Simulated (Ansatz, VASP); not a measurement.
## One calculation of Co, two programs

```
CELL_PARAMETERS angstrom
0.00000 1.71142 1.71142
1.71142 0.00000 1.71142
1.71142 1.71142 0.00000
ATOMIC_POSITIONS crystal
Co 0.00000 0.00000 0.00000
```

Alike in both runs: task single point; functional PBEsol; k mesh 17 × 17 × 17; occupations fermi-dirac, width 0.05 eV; collinear spin.

```csv
,VASP,Ansatz
version,VASP 6.6.1,Ansatz 0.2.0
potentials or method,"VASP PAW PBE potentials, release 64 (Co), cutoff 520 eV","plane waves (420 eV) with PAW, scalar-relativistic"
valence electrons in the cell,9,17
```

|  | VASP | Ansatz | Ansatz less VASP |
| --- | --- | --- | --- |
| pressure (GPa) | 8.8 | 10.0 | +1.28 |
| net moment per atom (μB) | 1.55 | 1.57 | +0.011 |
| size of the moment on the site where the two differ most (μB) | 1.55 | 1.62 | +0.066 |

VASP's potentials were made for PBE, not for PBEsol, and Ansatz warns of the same on its side. Site moments also hang on the region over which each program counts them. VASP's potentials hold 9 valence electrons a cell and Ansatz's 17, so a difference there can come from the potentials and not from the codes.
